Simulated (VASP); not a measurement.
# Zn (P6_3/mmc) in VASP: settings compared

Zn is run at these levels: RPBE, PBE; tasks: relaxation of cell and atoms.

All numbers are computed with VASP 6.6.1; they aren't measurements. Logs are shortened: lines on timing, memory, paths and dates and some standing lists are left out, and cuts for length are marked.

**1. The cell of the first run**

It takes space group P6_3/mmc (No. 194, hexagonal). Conventional cell: a = 2.780 Å, b = 2.780 Å, c = 9.004 Å, α = 90.00°, β = 90.00°, γ = 120.00°. Within 3.6 Å of Zn (site symmetry -3m) lie 12 Zn at 2.76 to 2.78 Å. Within 3.6 Å of Zn (site symmetry -6m2) lie 12 Zn at 2.76 to 2.78 Å.

**2. Relaxation of cell and atoms, RPBE**

Contents of INCAR:

```
PREC = Accurate ; ENCUT = 600
EDIFF = 1E-7 ; ISMEAR = -1
SIGMA = 0.0242 ; LREAL = F
LASPH = T ; NELM = 80
ALGO = Normal ; ISIF = 3
LWAVE = F ; LCHARG = F
GGA = RP ; IBRION = 2
NSW = 60 ; EDIFFG = -0.02
```

Contents of KPOINTS:

```
regular mesh
0
Gamma
  7 7 2
```

Contents of POSCAR:

```
Zn
1.0
    1.3902090000      2.4079110000      0.0000000000
   -1.3902090000      2.4079110000      0.0000000000
    0.0000000000      0.0000000000      9.0039440000
Zn
4
Direct
    0.0000000000      0.0000000000      0.0000000000
    0.0000000000      0.0000000000      0.5000000000
    0.3333300000      0.3333400000      0.7500000000
    0.6666600000      0.6666700000      0.2500000000
```

Potentials or basis: VASP PAW PBE potentials, release 64 (Zn).

Command:

```console
$ cat potpaw_PBE.64/Zn/POTCAR > POTCAR
$ mpirun -np 1 vasp_std > vasp.out
```

OUTCAR:

```text
PREC = Accurate
   ENCUT = 600
   EDIFF = 1E-7
   ISMEAR = -1
   LREAL = F
   LASPH = T
   NELM = 80
   ISIF = 3
   GGA = RP
   IBRION = 2
   NSW = 60
   EDIFFG = -0.02

 ion  position               nearest neighbor table
   1  0.000  0.000  0.000-   4 2.76   3 2.76   4 2.76   3 2.76   4 2.76   3 2.76
   2  0.000  0.000  0.500-   4 2.76   3 2.76   4 2.76   3 2.76   4 2.76   3 2.76
   3  0.333  0.333  0.750-   1 2.76   2 2.76   1 2.76   2 2.76   1 2.76   2 2.76
   4  0.667  0.667  0.250-   1 2.76   2 2.76   1 2.76   2 2.76   1 2.76   2 2.76

  LATTYP: Found a hexagonal cell.
 ALAT       =     2.7804165961
 C/A-ratio  =     3.2383434960

  Lattice vectors:

 A1 = (   1.3902090000,  -2.4079110000,   0.0000000000)
 A2 = (   1.3902090000,   2.4079110000,   0.0000000000)
 A3 = (   0.0000000000,   0.0000000000,   9.0039440000)

Analysis of symmetry for initial positions (statically):
=====================================================================
 Subroutine PRICEL returns:
 Original cell was already a primitive cell.

 Routine SETGRP: Setting up the symmetry group for a
 hexagonal supercell.

 Subroutine GETGRP returns: Found  4 space group operations
 (whereof  2 operations were pure point group operations)
 out of a pool of 24 trial point group operations.

The static configuration has the point symmetry C_2 .
 The point group associated with its full space group is C_2v.

Analysis of symmetry for dynamics (positions and initial velocities):
=====================================================================
 Subroutine PRICEL returns:
 Original cell was already a primitive cell.

 Routine SETGRP: Setting up the symmetry group for a
 hexagonal supercell.

 Subroutine GETGRP returns: Found  4 space group operations
 (whereof  2 operations were pure point group operations)
 out of a pool of 24 trial point group operations.

The dynamic configuration has the point symmetry C_2 .
 The point group associated with its full space group is C_2v.

 Subroutine INISYM returns: Found  4 space group operations
 (whereof  2 operations are pure point group operations),
 and found     1 'primitive' translations

----------------------------------------------------------------------------------------

                                     Primitive cell

  volume of cell :      60.2814

  direct lattice vectors                    reciprocal lattice vectors
     1.390209000  2.407911000  0.000000000     0.359658152  0.207648871  0.000000000
    -1.390209000  2.407911000  0.000000000    -0.359658152  0.207648871  0.000000000
     0.000000000  0.000000000  9.003944000     0.000000000  0.000000000  0.111062441

  length of vectors
     2.780416596  2.780416596  9.003944000     0.415297532  0.415297532  0.111062441

  position of ions in fractional coordinates (direct lattice)
     0.000000000  0.000000000  0.000000000
     0.000000000  0.000000000  0.500000000
     0.333330000  0.333340000  0.750000000
     0.666660000  0.666670000  0.250000000

  ion indices of the primitive-cell ions
   primitive index   ion index
                 1           1
                 2           2
                 3           3
                 4           4

----------------------------------------------------------------------------------------

 KPOINTS: regular mesh

Automatic generation of k-mesh.
 Grid dimensions read from file:
 generate k-points for:    7    7    2

 Generating k-lattice:

  Cartesian coordinates                     Fractional coordinates (reciprocal lattice)
     0.051379736  0.029664124  0.000000000     0.142857143  0.000000000  0.000000000
    -0.051379736  0.029664124  0.000000000     0.000000000  0.142857143  0.000000000
     0.000000000  0.000000000  0.055531221     0.000000000  0.000000000  0.500000000

  Length of vectors
     0.059328219  0.059328219  0.055531221

  Shift w.r.t. Gamma in fractional coordinates (k-lattice)
     0.000000000  0.000000000  0.000000000

 Subroutine IBZKPT returns following result:
 ===========================================

 Found     32 irreducible k-points:

 Following reciprocal coordinates:
            Coordinates               Weight
  0.000000  0.000000  0.000000      1.000000
  0.142857 -0.000000  0.000000      4.000000
  0.142857  0.142857  0.000000      2.000000
  0.285714 -0.000000  0.000000      4.000000
  0.285714  0.285714  0.000000      2.000000
  0.428571 -0.000000  0.000000      4.000000
[... 16 lines left out ...]
  0.428571  0.428571  0.500000      2.000000
  0.285714  0.142857  0.500000      4.000000
 [... further k-points ...]
   k-points           NKPTS =     32   k-points in BZ     NKDIM =     32   number of bands    NBANDS=     28
   number of dos      NEDOS =    301   number of ions     NIONS =      4
   total plane-waves  NPLWV =  41472
   dimension x,y,z NGX =    24 NGY =   24 NGZ =   72
   dimension x,y,z NGXF=    48 NGYF=   48 NGZF=  144
   ions per type =               4
   NGX,Y,Z   is equivalent  to a cutoff of  14.35, 14.35, 13.29 a.u.
   NGXF,Y,Z  is equivalent  to a cutoff of  28.70, 28.70, 26.59 a.u.
 SYSTEM =  unknown system
   PREC   = accura    normal or accurate (medium, high low for compatibility)
   ISTART =      0    job   : 0-new  1-cont  2-samecut
   ICHARG =      2    charge: 1-file 2-atom 10-const
   ISPIN  =      1    spin polarized calculation?
   LNONCOLLINEAR =      F non collinear calculations
   LSORBIT =      F    spin-orbit coupling
   LASPH  =      T    aspherical Exc in radial PAW
   ENCUT  =  600.0 eV  44.10 Ry    6.64 a.u.   5.55  5.55 17.98*2*pi/ulx,y,z
   NELM   =     80;   NELMIN=  2; NELMDL= -5     # of ELM steps
   EDIFF  = 0.1E-06   stopping-criterion for ELM
   LREAL  =      F    real-space projection
   EDIFFG = -.2E-01   stopping-criterion for IOM
   NSW    =     60    number of steps for IOM
   IBRION =      2    ionic relax: 0-MD 1-quasi-New 2-CG
   NFREE  =      1    steps in history (QN), initial steepest desc. (CG)
   ISIF   =      3    stress and relaxation
   ISYM   =      2    0-nonsym 1-usesym 2-fastsym
   POTIM  = 0.5000    time-step for ionic-motion
   TEBEG  =    0.0;   TEEND  =   0.0 temperature during run
   PSTRESS=    0.0 pullay stress
   NELECT =      48.0000    total number of electrons
   NUPDOWN=      -1.0000    fix difference up-down
   EMIN   =  10.00;   EMAX   =-10.00  energy-range for DOS
   EFERMI =   0.00;   METHOD = LEGACY
   ISMEAR =    -1;   SIGMA  =   0.02  broadening in eV -4-tet -1-fermi 0-gaus
   EFERMI_NEDOS =   21; number of points for ismear=-14 and -15
   IALGO  =     38    algorithm
   IMIX   =      4    mixing-type and parameters
     AMIX     =   0.40;   BMIX     =  1.00
     AMIX_MAG =   1.60;   BMIX_MAG =  1.00
  volume/ion in A,a.u.               =      15.07       101.70
  Fermi-wavevector in a.u.,A,eV,Ry     =   1.517379  2.867431 31.326595  2.302440
  Thomas-Fermi vector in A             =   2.626642
   LORBIT       =      0    0 simple, 1 ext, 2 COOP (PROOUT), +10 PAW based schemes
   GGA     = RP    functional components
   LHFCALC =     F    Hartree Fock is set to
   AEXX    =    0.0000 exact exchange contribution
   IVDW    =     0    specifies the selected vdW correction
   LEPSILON=     F    determine dielectric tensor
   LRPA    =     F    only Hartree local field effects (RPA)
 conjugate gradient relaxation of ions
 non-spin polarized calculation
  energy-cutoff  :      600.00
  volume of cell :       60.28
 maximum number of plane-waves:      2040
 NGX is ok and might be reduce to    24
   NGX = 11   NGY = 11   NGZ = 35

--------------------------------------- Ionic step        1  -------------------------------------------

 number of electron      48.0000042 magnetization

 Free energy of the ion-electron system (eV)
  ---------------------------------------------------
  ext. energy  EPLUGINS =         0.00000000
  ---------------------------------------------------
  free energy    TOTEN  =        -2.91672633 eV

  energy without entropy =       -2.91181909  energy(sigma->0) =       -2.91427271

------------------------ aborting loop because EDIFF is reached ----------------------------------------

  FORCE on cell =-STRESS in cart. coord.  units (eV):
  Direction    XX          YY          ZZ          XY          YZ          ZX
  --------------------------------------------------------------------------------------
  -------------------------------------------------------------------------------------
  Total        0.4624077      0.4625443      3.4608081      0.0000000      0.0000000      0.0000000
  in kB       12.2900114     12.2936422     91.9824127      0.0000000      0.0000000      0.0000000
  external PRESSURE =      38.8553554 kB  Pullay stress =       0.0000000 kB
[... 175 lines left out ...]
  energy  without entropy=       -3.0679320210  energy(sigma->0) =       -3.06876019

--------------------------------------- Ionic step        6  -------------------------------------------

 number of electron      48.0000057 magnetization

 Free energy of the ion-electron system (eV)
  ---------------------------------------------------
  ext. energy  EPLUGINS =         0.00000000
  ---------------------------------------------------
  free energy    TOTEN  =        -3.07569226 eV

  energy without entropy =       -3.07397974  energy(sigma->0) =       -3.07483600

 E-fermi :   3.1005     XC(G=0): -11.2103

 val. band max:        3.0586327709   @ k =  -0.4286   0.1429   0.0000
 cond. band min:       3.2380796168   @ k =   0.4286   0.4286   0.5000
 fundamental gap:      0.1794468458
 Fermi energy:         3.1004942553

 k-point     1 :       0.0000    0.0000    0.0000
  band No.  band energies     occupation
      1      -7.0826      2.00000
      2      -5.7358      2.00000
      3      -5.7248      2.00000
      4      -5.3271      2.00000
      5      -4.6981      2.00000
      6      -4.5840      2.00000
[... 733 lines left out ...]
     27      11.0100      0.00000
     28      11.0100      0.00000

 [... further k-points ...]

------------------------ aborting loop because EDIFF is reached ----------------------------------------

  FORCE on cell =-STRESS in cart. coord.  units (eV):
  Direction    XX          YY          ZZ          XY          YZ          ZX
  --------------------------------------------------------------------------------------
  -------------------------------------------------------------------------------------
  Total        0.0097948      0.0098027     -0.0601833      0.0000000      0.0000000      0.0000000
  in kB        0.2473586      0.2475565     -1.5198712      0.0000000      0.0000000      0.0000000
  external PRESSURE =      -0.3416520 kB  Pullay stress =       0.0000000 kB
[... 19 lines left out ...]
  FREE ENERGIE OF THE ION-ELECTRON SYSTEM (eV)
  ---------------------------------------------------
  free  energy   TOTEN  =        -3.0756922596 eV

  energy  without entropy=       -3.0739797375  energy(sigma->0) =       -3.07483600

 reached required accuracy - stopping structural energy minimisation
```

Run time: 3.7 min. Hardware: 1 thread of Intel Xeon Platinum 8488C (Sapphire Rapids), shared host; peak memory 0.22 GiB.

Results:

| Property | Result |
| --- | --- |
| Free energy | -3.0757 eV |
| Relaxed volume | 15.86 Å³/atom |
| Relaxed cell | a = 2.753 Å, b = 2.753 Å, c = 9.668 Å, α = 90.00°, β = 90.00°, γ = 60.00° |
| Space group after relaxing (to 0.05 Å) | P6_3/mmc (No. 194) |
| Energy gained by relaxing | 39.7 meV/atom |
| Ionic steps | 6 |
| Pressure after relaxing | 0.0 GPa |
| Band gap on the k mesh | zero (band 24 reaches 4.02 eV, above the bottom of band 25 at 0.59 eV) |

The path:
| step | energy change (eV) | largest force (eV/Å) | pressure (GPa) | volume (Å³) |
| --- | --- | --- | --- | --- |
| 1 | 0.0000 | 0.0000 | 3.89 | 60.28 |
| 2 | -0.1134 | 0.0000 | -0.16 | 63.50 |
| 3 | -0.1317 | 0.0000 | -2.01 | 65.51 |
| 4 | -0.1520 | 0.0000 | -1.08 | 64.60 |
| 5 | -0.1529 | 0.0000 | -1.30 | 64.75 |
| 6 | -0.1590 | 0.0000 | -0.03 | 63.44 |

Final structure:
```
Zn
1.0
     1.37633    2.38388    0.00000
    -1.37633    2.38388    0.00000
     0.00000    0.00000    9.66811
Zn
4
Direct
  0.00000 0.00000 0.00000
  0.00000 0.00000 0.50000
  0.33333 0.33334 0.75000
  0.66666 0.66667 0.25000
```

Caveat: the k points lie up to 0.38 Å⁻¹ apart in the final cell; the PAW data sets were made with another functional, which shifts forces and pressure a little.

**3. Relaxation of cell and atoms, PBE**

Contents of INCAR:

```
PREC = Accurate ; ENCUT = 600
EDIFF = 1E-6 ; ISMEAR = -4
SIGMA = 0.1 ; LREAL = False
LASPH = True ; NELM = 80
ALGO = Normal ; ISIF = 3
LWAVE = False ; LCHARG = False
GGA = PE ; IBRION = 2
NSW = 60 ; EDIFFG = -0.01
```

KPOINTS is that of step 2.

POSCAR is that of step 2.

Potentials or basis: VASP PAW PBE potentials, release 64 (Zn).

Command:

```console
$ cat potpaw_PBE.64/Zn/POTCAR > POTCAR
$ mpirun -np 1 vasp_std > vasp.out
```

Run time: 13 min. Hardware: 1 thread of Intel Xeon Platinum 8488C (Sapphire Rapids), shared host; peak memory 0.22 GiB.

Results (log left out):

| Quantity | Value |
| --- | --- |
| Free energy | -4.0454 eV |
| Relaxed volume | 15.63 Å³/atom |
| Relaxed cell | a = 2.655 Å, b = 2.655 Å, c = 10.242 Å, α = 90.00°, β = 90.00°, γ = 59.97° |
| Space group after relaxing (to 0.05 Å) | P6_3/mmc (No. 194) |
| Energy gained by relaxing | 58.6 meV/atom |
| Ionic steps | 30 |
| Pressure after relaxing | 0.0 GPa |
| Largest force after relaxing | 0.003 eV/Å |
| Band gap on the k mesh | zero (band 24 reaches 4.62 eV, above the bottom of band 25 at -0.56 eV) |

Forces on the atoms (eV/Å):
```
Zn  -0.003  0.000  0.000
Zn  -0.003  0.000  0.000
Zn   0.003  0.002  0.000
Zn   0.003 -0.002  0.000
```

Stress tensor (GPa, compression positive):
```
 0.05  0.00  0.00
 0.00 -0.05  0.00
 0.00  0.00  0.10
```

Step by step:
```tsv
step	energy change (eV)	largest force (eV/Å)	pressure (GPa)	volume (Å³)
1	0.0000	0.0053	-0.94	60.28
2	-0.0068	0.0076	0.23	59.51
3	-0.0096	0.0090	0.85	59.04
4	-0.0106	0.0099	2.09	58.10
5	-0.0110	0.0101	1.33	58.45
6	-0.0138	0.0106	1.94	58.33
7	-0.0222	0.0097	2.47	57.97
8	-0.0394	0.0014	4.25	57.25
9	-0.0360	0.0043	8.73	55.75
10	-0.0474	0.0016	6.27	56.46
11	-0.0492	0.0032	6.14	56.44
12	-0.0565	0.0039	7.27	56.36
13	-0.0650	0.0048	7.97	56.20
14	-0.0751	0.0046	7.45	56.36
15	-0.1028	0.0042	6.96	56.85
16	-0.1469	0.0039	5.65	57.83
17	-0.1986	0.0040	3.62	59.80
18	-0.1910	0.0048	0.46	63.73
19	-0.2106	0.0044	1.50	61.76
20	-0.2110	0.0045	2.05	61.27
21	-0.2198	0.0039	1.76	61.51
22	-0.2332	0.0035	0.36	62.24
23	-0.2337	0.0033	0.17	62.41
24	-0.2337	0.0033	-0.08	62.45
25	-0.2339	0.0033	-0.05	62.43
26	-0.2341	0.0036	0.04	62.38
27	-0.2341	0.0036	0.10	62.38
28	-0.2342	0.0035	0.09	62.43
29	-0.2342	0.0033	-0.16	62.59
30	-0.2342	0.0034	0.03	62.51
```

Final structure:
```cif
data_structure
_symmetry_space_group_name_H-M 'P 1'
_symmetry_Int_Tables_number 1
_cell_length_a 2.6551
_cell_length_b 2.6551
_cell_length_c 10.2419
_cell_angle_alpha 90.000
_cell_angle_beta 90.000
_cell_angle_gamma 59.972
_cell_volume 62.51
loop_
_atom_site_label
_atom_site_type_symbol
_atom_site_fract_x
_atom_site_fract_y
_atom_site_fract_z
_atom_site_occupancy
Zn1 Zn 0.99923 0.00077 0.00000 1
Zn2 Zn 0.99923 0.00077 0.50000 1
Zn3 Zn 0.33309 0.33156 0.75000 1
Zn4 Zn 0.66844 0.66691 0.25000 1
```

Levels at points of the mesh, in eV from the Fermi level:
| k point | band 21 | band 22 | band 23 | band 24 | band 25 | band 26 | band 27 | band 28 |
| --- | --- | --- | --- | --- | --- | --- | --- | --- |
| (0.00, 0.00, 0.00) | -7.00 | -6.92 | -6.92 | -3.52 | -3.33 | 3.96 | 3.96 | 12.29 |
| (0.00, 0.00, 0.50) | -6.94 | -6.94 | -5.99 | -5.99 | -0.07 | -0.07 | 8.54 | 8.54 |

Caveat: the k points lie up to 0.39 Å⁻¹ apart in the final cell.

**4. Relaxation of cell and atoms, PBE**

Contents of INCAR:

```
PREC = Accurate
ENCUT = 600
EDIFF = 1E-6
ISMEAR = -1
SIGMA = 0.0242
LREAL = False
LASPH = True
NELM = 100
ALGO = Normal
ISIF = 3
LWAVE = False
LCHARG = False
GGA = PE
IBRION = 2
NSW = 60
EDIFFG = -0.01
ISYM = 0
```

Contents of KPOINTS:

```
Automatic mesh
0
Gamma
  7 7 2
  0.5 0.5 0.5
```

POSCAR is that of step 3.

Command:

```console
$ cat potpaw_PBE.64/Zn/POTCAR > POTCAR
$ mpirun -np 1 vasp_std > vasp.out
```

Run time: 15 min. Hardware: 1 thread of Intel Xeon Platinum 8488C (Sapphire Rapids), shared host; peak memory 0.38 GiB.

The run converged. Its results:

* Free energy: -4.3988 eV
* Relaxed volume: 15.05 Å³/atom
* Relaxed cell: a = 2.822 Å, b = 2.822 Å, c = 8.728 Å, α = 90.00°, β = 90.00°, γ = 60.00°
* Space group after relaxing (to 0.05 Å): P6_3/mmc (No. 194)
* Energy gained by relaxing: 6.3 meV/atom
* Ionic steps: 8
* Pressure after relaxing: 0.0 GPa
* Band gap on the k mesh: zero (band 24 reaches 3.87 eV, above the bottom of band 25 at 2.86 eV)

Stress tensor (GPa, compression positive):
```
 0.03  0.00  0.00
 0.00  0.03  0.00
 0.00  0.00 -0.10
```

Step by step:
```csv
step,energy change (eV),largest force (eV/Å),pressure (GPa),volume (Å³)
1,0.0000,0.0000,-0.46,60.28
2,-0.0187,0.0000,0.29,59.89
3,-0.0230,0.0000,0.57,59.65
4,-0.0235,0.0000,0.76,59.54
5,-0.0253,0.0000,-0.05,60.21
6,-0.0253,0.0000,-0.03,60.22
7,-0.0253,0.0000,0.21,60.21
8,-0.0253,0.0000,-0.01,60.21
```

Final structure:
```
CELL_PARAMETERS angstrom
1.41121 2.44430 0.00000
-1.41121 2.44430 0.00000
0.00000 0.00000 8.72763
ATOMIC_POSITIONS crystal
Zn 0.00000 0.00000 0.00000
Zn 0.00000 0.00000 0.50000
Zn 0.33333 0.33334 0.75000
Zn 0.66666 0.66667 0.25000
```

Levels at points of the mesh, in eV from the Fermi level:
```
           k point  band 21  band 22  band 23  band 24  band 25  band 26  band 27  band 28
(0.07, 0.07, 0.25)    -7.11    -7.04    -6.47    -3.62     0.90     5.86    11.73    12.23
```

Caveat: the k points lie up to 0.37 Å⁻¹ apart in the final cell.

**5. Overview**

```tsv
level	k mesh	smearing	gap on the mesh (eV)	pressure (GPa)	relaxed volume (Å³/atom)
RPBE	7 × 7 × 2	fermi-dirac 0.0242 eV	none	0.0	15.86
PBE	7 × 7 × 2	tetrahedron	none	0.0	15.63
PBE	7 × 7 × 2, shifted	fermi-dirac 0.0242 eV	none	0.0	15.05
```

Alike in all rows: task relaxation of cell and atoms; potentials or basis VASP PAW PBE potentials, release 64 (Zn); no spin polarisation; cell relaxed; cutoff (eV) 600.

Caveats: all runs use coarse meshes; the PAW data sets were made with another functional, which shifts forces and pressure a little (some runs).

Total energies depend on the potentials used, so only differences within one code and one set of settings carry meaning.
